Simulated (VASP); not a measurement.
# CsHg (NaTl type) (Fd-3m) in VASP: a series of runs

The runs below take CsHg (NaTl type) through single point, with LDA.

Everything below comes from runs of VASP 6.6.1. Logs are shortened: lines on timing, memory, paths and dates and some standing lists are left out, and cuts for length are marked.

### Step 1. The cell of the first run

Symmetry: Fd-3m, No. 227, cubic system. The conventional cell has a = 7.599 Å, b = 7.599 Å, c = 7.599 Å, α = 90.00°, β = 90.00°, γ = 90.00°. Cs (site symmetry -43m) has 4 Cs at 3.29 Å and 10 Hg at 3.29 to 3.80 Å within 4.3 Å. Hg (site symmetry -43m) has 4 Hg at 3.29 Å and 10 Cs at 3.29 to 3.80 Å within 4.3 Å.

### Step 2. Single point, LDA (volume scaled by 0.8)

INCAR

```
PREC     = Accurate       # precision mode
ENCUT    = 520            # plane-wave cutoff, eV
EDIFF    = 1E-6           # SCF threshold, eV
ISMEAR   = -1             # smearing method
SIGMA    = 0.05           # smearing width, eV
LREAL    = False          # projectors in reciprocal space
LASPH    = True           # aspherical terms in the spheres
NELM     = 80             # most SCF steps
ALGO     = Normal         # electronic algorithm
ISIF     = 2              # what is computed and relaxed
LWAVE    = False          # write WAVECAR
LCHARG   = False          # write CHGCAR
GGA      = CA             # functional
NBANDS   = 29             # bands
```

KPOINTS

```
Automatic mesh
0
Gamma
  6 6 6
```

POSCAR

```
CsHg
1.0
    0.0000000000      3.7992886545      3.7992886545
    3.7992886545      0.0000000000      3.7992886545
    3.7992886545      3.7992886545      0.0000000000
Cs Hg
2 2
Direct
    0.1250000000      0.1250000000      0.1250000000
   -0.1250000000     -0.1250000000     -0.1250000000
    0.3750000000      0.3750000000      0.3750000000
   -0.3750000000     -0.3750000000     -0.3750000000
```

Potentials or basis: VASP PAW LDA potentials, release 64 (Cs_sv, Hg).

On the command line:

```sh
$ cat potpaw_LDA.64/Cs_sv/POTCAR potpaw_LDA.64/Hg/POTCAR > POTCAR
$ mpirun -np 1 vasp_std > vasp.out
```

OUTCAR:

```text
PREC = Accurate
   ENCUT = 520
   EDIFF = 1E-6
   ISMEAR = -1
   LREAL = False
   LASPH = True
   NELM = 80
   ISIF = 2
   GGA = CA

 ion  position               nearest neighbor table
   1  0.125  0.125  0.125-   3 3.29   3 3.29   3 3.29   3 3.29
   2  0.875  0.875  0.875-   4 3.29   4 3.29   4 3.29   4 3.29
   3  0.375  0.375  0.375-   1 3.29   4 3.29   1 3.29   1 3.29   1 3.29   4 3.29   4 3.29   4 3.29

   4  0.625  0.625  0.625-   2 3.29   3 3.29   3 3.29   3 3.29   3 3.29   2 3.29   2 3.29   2 3.29

  LATTYP: Found a face centered cubic cell.
 ALAT       =     7.5985773090

  Lattice vectors:

 A1 = (   0.0000000000,   3.7992886545,   3.7992886545)
 A2 = (   3.7992886545,   0.0000000000,   3.7992886545)
 A3 = (   3.7992886545,   3.7992886545,   0.0000000000)

Analysis of symmetry for initial positions (statically):
=====================================================================
 Subroutine PRICEL returns:
 Original cell was already a primitive cell.

 Routine SETGRP: Setting up the symmetry group for a
 face centered cubic supercell.

 Subroutine GETGRP returns: Found 48 space group operations
 (whereof 12 operations were pure point group operations)
 out of a pool of 48 trial point group operations.

The static configuration has the point symmetry D_3d.
 The point group associated with its full space group is O_h .

Analysis of symmetry for dynamics (positions and initial velocities):
=====================================================================
 Subroutine PRICEL returns:
 Original cell was already a primitive cell.

 Routine SETGRP: Setting up the symmetry group for a
 face centered cubic supercell.

 Subroutine GETGRP returns: Found 48 space group operations
 (whereof 12 operations were pure point group operations)
 out of a pool of 48 trial point group operations.

The dynamic configuration has the point symmetry D_3d.
 The point group associated with its full space group is O_h .

 Subroutine INISYM returns: Found 48 space group operations
 (whereof 12 operations are pure point group operations),
 and found     1 'primitive' translations

----------------------------------------------------------------------------------------

                                     Primitive cell

  volume of cell :     109.6824

  direct lattice vectors                    reciprocal lattice vectors
     0.000000000  3.799288655  3.799288655    -0.131603583  0.131603583  0.131603583
     3.799288655  0.000000000  3.799288655     0.131603583 -0.131603583  0.131603583
     3.799288655  3.799288655  0.000000000     0.131603583  0.131603583 -0.131603583

  length of vectors
     5.373005543  5.373005543  5.373005543     0.227944092  0.227944092  0.227944092

  position of ions in fractional coordinates (direct lattice)
     0.125000000  0.125000000  0.125000000
     0.875000000  0.875000000  0.875000000
     0.375000000  0.375000000  0.375000000
     0.625000000  0.625000000  0.625000000

  ion indices of the primitive-cell ions
   primitive index   ion index
                 1           1
                 2           2
                 3           3
                 4           4

----------------------------------------------------------------------------------------

 KPOINTS: Automatic mesh

Automatic generation of k-mesh.
 Grid dimensions read from file:
 generate k-points for:    6    6    6

 Generating k-lattice:

  Cartesian coordinates                     Fractional coordinates (reciprocal lattice)
    -0.021933931  0.021933931  0.021933931     0.166666667  0.000000000  0.000000000
     0.021933931 -0.021933931  0.021933931     0.000000000  0.166666667  0.000000000
     0.021933931  0.021933931 -0.021933931     0.000000000  0.000000000  0.166666667

  Length of vectors
     0.037990682  0.037990682  0.037990682

  Shift w.r.t. Gamma in fractional coordinates (k-lattice)
     0.000000000  0.000000000  0.000000000

 Subroutine IBZKPT returns following result:
 ===========================================

 Found     16 irreducible k-points:

 Following reciprocal coordinates:
            Coordinates               Weight
  0.000000  0.000000  0.000000      1.000000
  0.166667  0.000000  0.000000      8.000000
  0.333333  0.000000  0.000000      8.000000
  0.500000  0.000000  0.000000      4.000000
  0.166667  0.166667  0.000000      6.000000
  0.333333  0.166667  0.000000     24.000000
[... 8 lines left out ...]
 -0.333333  0.333333  0.166667     24.000000
 -0.333333  0.500000  0.166667     12.000000
   k-points           NKPTS =     16   k-points in BZ     NKDIM =     16   number of bands    NBANDS=     29
   number of dos      NEDOS =    301   number of ions     NIONS =      4
   total plane-waves  NPLWV =  64000
   dimension x,y,z NGX =    40 NGY =   40 NGZ =   40
   dimension x,y,z NGXF=    80 NGYF=   80 NGZF=   80
   ions per type =               2   2
   NGX,Y,Z   is equivalent  to a cutoff of  12.38, 12.38, 12.38 a.u.
   NGXF,Y,Z  is equivalent  to a cutoff of  24.75, 24.75, 24.75 a.u.
 SYSTEM =  unknown system
   PREC   = accura    normal or accurate (medium, high low for compatibility)
   ISTART =      0    job   : 0-new  1-cont  2-samecut
   ICHARG =      2    charge: 1-file 2-atom 10-const
   ISPIN  =      1    spin polarized calculation?
   LNONCOLLINEAR =      F non collinear calculations
   LSORBIT =      F    spin-orbit coupling
   LASPH  =      T    aspherical Exc in radial PAW
   ENCUT  =  520.0 eV  38.22 Ry    6.18 a.u.   9.99  9.99  9.99*2*pi/ulx,y,z
   NELM   =     80;   NELMIN=  2; NELMDL= -5     # of ELM steps
   EDIFF  = 0.1E-05   stopping-criterion for ELM
   LREAL  =      F    real-space projection
   EDIFFG = 0.1E-04   stopping-criterion for IOM
   NSW    =      0    number of steps for IOM
   IBRION =     -1    ionic relax: 0-MD 1-quasi-New 2-CG
   NFREE  =      0    steps in history (QN), initial steepest desc. (CG)
   ISIF   =      2    stress and relaxation
   ISYM   =      2    0-nonsym 1-usesym 2-fastsym
   POTIM  = 0.5000    time-step for ionic-motion
   TEBEG  =    0.0;   TEEND  =   0.0 temperature during run
   PSTRESS=    0.0 pullay stress
   NELECT =      42.0000    total number of electrons
   NUPDOWN=      -1.0000    fix difference up-down
   EMIN   =  10.00;   EMAX   =-10.00  energy-range for DOS
   EFERMI =   0.00;   METHOD = LEGACY
   ISMEAR =    -1;   SIGMA  =   0.05  broadening in eV -4-tet -1-fermi 0-gaus
   EFERMI_NEDOS =   21; number of points for ismear=-14 and -15
   IALGO  =     38    algorithm
   IMIX   =      4    mixing-type and parameters
     AMIX     =   0.40;   BMIX     =  1.00
     AMIX_MAG =   1.60;   BMIX_MAG =  1.00
  volume/ion in A,a.u.               =      27.42       185.04
  Fermi-wavevector in a.u.,A,eV,Ry     =   1.188810  2.246524 19.228682  1.413268
  Thomas-Fermi vector in A             =   2.324931
   LORBIT       =      0    0 simple, 1 ext, 2 COOP (PROOUT), +10 PAW based schemes
   GGA     = CA    functional components
   LHFCALC =     F    Hartree Fock is set to
   AEXX    =    0.0000 exact exchange contribution
   IVDW    =     0    specifies the selected vdW correction
   LEPSILON=     F    determine dielectric tensor
   LRPA    =     F    only Hartree local field effects (RPA)
 non-spin polarized calculation
  energy-cutoff  :      520.00
  volume of cell :      109.68
 maximum number of plane-waves:      2970
   NGX = 19   NGY = 19   NGZ = 19

 number of electron      42.0000008 magnetization

 Free energy of the ion-electron system (eV)
  ---------------------------------------------------
  ext. energy  EPLUGINS =         0.00000000
  ---------------------------------------------------
  free energy    TOTEN  =        -3.95788965 eV

  energy without entropy =       -3.91143863  energy(sigma->0) =       -3.93466414

 E-fermi :   4.3480     XC(G=0): -10.5498

 val. band max:        4.3267866242   @ k =   0.3333   0.1667   0.0000
 cond. band min:       4.3890064994   @ k =  -0.3333   0.3333   0.0000
 fundamental gap:      0.0622198752
 Fermi energy:         4.3480401962

 k-point     1 :       0.0000    0.0000    0.0000
  band No.  band energies     occupation
      1     -18.9979      2.00000
      2     -17.7688      2.00000
      3      -6.3538      2.00000
      4      -6.3538      2.00000
      5      -6.3538      2.00000
      6      -5.0963      2.00000
[... 21 lines left out ...]
     28       7.7819      0.00000
     29      11.9043      0.00000

 k-point     2 :       0.1667    0.0000    0.0000
  band No.  band energies     occupation
      1     -18.9419      2.00000
      2     -17.8369      2.00000
      3      -6.4536      2.00000
      4      -6.4491      2.00000
      5      -6.4491      2.00000
      6      -5.0612      2.00000
[... 21 lines left out ...]
     28       7.5595      0.00000
     29      11.8239      0.00000

 k-point     3 :       0.3333    0.0000    0.0000
  band No.  band energies     occupation
      1     -18.8034      2.00000
      2     -17.9989      2.00000
      3      -6.7214      2.00000
      4      -6.6053      2.00000
      5      -6.6053      2.00000
      6      -4.7788      2.00000
[... 21 lines left out ...]
     28       9.0699      0.00000
     29      10.8350      0.00000

 k-point     4 :       0.5000    0.0000    0.0000
  band No.  band energies     occupation
      1     -18.7083      2.00000
      2     -18.1056      2.00000
      3      -6.8460      2.00000
      4      -6.6722      2.00000
      5      -6.6722      2.00000
      6      -4.6829      2.00000
[... 341 lines left out ...]
     28       9.4295      0.00000
     29      10.0805      0.00000

 k-point    15 :      -0.3333    0.3333    0.1667
  band No.  band energies     occupation
      1     -18.5636      2.00000
      2     -18.2622      2.00000
      3      -7.0978      2.00000
      4      -6.8347      2.00000
      5      -5.9576      2.00000
      6      -5.2224      2.00000
[... 21 lines left out ...]
     28       9.2287      0.00000
     29      10.0705      0.00000

 k-point    16 :      -0.3333    0.5000    0.1667
  band No.  band energies     occupation
      1     -18.4150      2.00000
      2     -18.4150      2.00000
      3      -6.9694      2.00000
      4      -6.9694      2.00000
      5      -5.6359      2.00000
      6      -5.6359      2.00000
[... 21 lines left out ...]
     28       9.1670      0.00000
     29       9.4965      0.00000

------------------------ aborting loop because EDIFF is reached ----------------------------------------

  FORCE on cell =-STRESS in cart. coord.  units (eV):
  Direction    XX          YY          ZZ          XY          YZ          ZX
  --------------------------------------------------------------------------------------
  -------------------------------------------------------------------------------------
  Total        5.5335606      5.5335606      5.5335606      0.0000000     -0.0000000      0.0000000
  in kB       80.8310805     80.8310805     80.8310805      0.0000000     -0.0000000      0.0000000
  external PRESSURE =      80.8310805 kB  Pullay stress =       0.0000000 kB

 VOLUME and BASIS-vectors are now :
 -----------------------------------------------------------------------------
  energy-cutoff  :      520.00
  volume of cell :      109.68
      direct lattice vectors                 reciprocal lattice vectors
     0.000000000  3.799288655  3.799288655    -0.131603583  0.131603583  0.131603583
     3.799288655  0.000000000  3.799288655     0.131603583 -0.131603583  0.131603583
     3.799288655  3.799288655  0.000000000     0.131603583  0.131603583 -0.131603583

 POSITION                                       TOTAL-FORCE (eV/Angst)
 -----------------------------------------------------------------------------------
      0.94982      0.94982      0.94982         0.000000      0.000000      0.000000
      6.64876      6.64876      6.64876        -0.000000     -0.000000     -0.000000
      2.84947      2.84947      2.84947         0.000000     -0.000000      0.000000
      4.74911      4.74911      4.74911        -0.000000      0.000000      0.000000
 -----------------------------------------------------------------------------------
    total drift:                                0.000000     -0.000000     -0.000000

  FREE ENERGIE OF THE ION-ELECTRON SYSTEM (eV)
  ---------------------------------------------------
  free  energy   TOTEN  =        -3.9578896534 eV

  energy  without entropy=       -3.9114386315  energy(sigma->0) =       -3.93466414
```

Run time: 63 s. Hardware: 1 thread of AMD EPYC 7R43 (Zen 3), shared host; peak memory 0.18 GiB.

What came out:

* Free energy: -3.9579 eV
* Pressure: 8.1 GPa
* Band gap on the k mesh: zero (band 21 reaches 5.36 eV, above the bottom of band 22 at 4.08 eV)

Caveat: spin-orbit coupling is left out, which moves the levels of the heavy elements.

### Step 3. Single point, LDA (volume scaled by 0.9)

INCAR

```
SYSTEM = CsHg
PREC     = Accurate       ! precision mode
ENCUT    = 520            ! plane-wave cutoff, eV
EDIFF    = 1E-6           ! SCF threshold, eV
ISMEAR   = -1             ! smearing method
SIGMA    = 0.05           ! smearing width, eV
LREAL    = .False.        ! projectors in reciprocal space
LASPH    = .True.         ! aspherical terms in the spheres
NELM     = 80             ! most SCF steps
ALGO     = Normal         ! electronic algorithm
ISIF     = 2              ! what is computed and relaxed
LWAVE    = .False.        ! write WAVECAR
LCHARG   = .False.        ! write CHGCAR
NBANDS   = 29             ! bands
```

KPOINTS

```
Automatic mesh
0
Gamma
  6 6 6
  0 0 0
```

POSCAR

```
CsHg
1.0
    0.0000000000      3.9514194346      3.9514194346
    3.9514194346      0.0000000000      3.9514194346
    3.9514194346      3.9514194346      0.0000000000
Cs Hg
2 2
Direct
    0.1250000000      0.1250000000      0.1250000000
   -0.1250000000     -0.1250000000     -0.1250000000
    0.3750000000      0.3750000000      0.3750000000
   -0.3750000000     -0.3750000000     -0.3750000000
```

Potentials or basis: VASP PAW LDA potentials, release 64 (Cs_sv, Hg).

On the command line:

```sh
$ cat potpaw_LDA.64/Cs_sv/POTCAR potpaw_LDA.64/Hg/POTCAR > POTCAR
$ mpirun -np 1 vasp_std > vasp.out
```

Wall time 65 s (1 thread of AMD EPYC 7R43 (Zen 3), shared host); peak memory 0.2 GiB.

Results (log left out):

```yaml
Free_energy: -4.4079 eV
Pressure: 2.9 GPa
Band_gap_on_the_k_mesh: zero (band 21 reaches 4.46 eV, above the bottom of band 22 at 3.34 eV)
```

Levels at points of the mesh, in eV from the Fermi level:
```tsv
k point	band 17	band 18	band 19	band 20	band 21	band 22	band 23	band 24	band 25	band 26
(0.00, 0.00, 0.00)	-6.68	-6.68	-6.46	-1.35	0.60	0.60	0.60	2.13	2.13	2.94
(0.50, 0.00, 0.00)	-6.79	-6.79	-4.60	-3.75	-0.20	-0.20	1.45	2.10	2.10	3.56
(0.50, 0.50, 0.00)	-6.69	-6.69	-4.18	-4.18	0.66	0.66	2.28	2.28	3.87	3.87
```

Caveat: spin-orbit coupling is left out, which moves the levels of the heavy elements.

### Step 4. Single point, LDA (volume scaled by 0.9)

INCAR

```
SYSTEM = CsHg
ALGO = Normal
EDIFF = 1E-7
ENCUT = 520
GGA = CA
ISIF = 2
ISMEAR = -1
LASPH = .True.
LCHARG = .False.
LREAL = .False.
LWAVE = .False.
NBANDS = 29
NELM = 80
PREC = Accurate
SIGMA = 0.05
```

KPOINTS

```
k-points
0
Gamma
  6 6 6
  0 0 0
```

POSCAR is that of step 3.

On the command line:

```sh
$ cat potpaw_LDA.64/Cs_sv/POTCAR potpaw_LDA.64/Hg/POTCAR > POTCAR
$ mpirun -np 1 vasp_std > vasp.out
```

It took 76 s on 1 thread of AMD EPYC 7R43 (Zen 3), shared host; peak memory 0.2 GiB.

Results (log left out):

```
Free energy            : -4.4079 eV
Pressure               : 2.9 GPa
Band gap on the k mesh : zero (band 21 reaches 4.46 eV, above the bottom of band 22 at 3.34 eV)
```

Levels at points of the mesh, in eV from the Fermi level:
```
           k point  band 19  band 20  band 21  band 22  band 23  band 24
(0.00, 0.00, 0.00)    -6.46    -1.35     0.60     0.60     0.60     2.13
(0.50, 0.00, 0.00)    -4.60    -3.75    -0.20    -0.20     1.45     2.10
(0.50, 0.50, 0.00)    -4.18    -4.18     0.66     0.66     2.28     2.28
```

Caveat: spin-orbit coupling is left out, which moves the levels of the heavy elements.
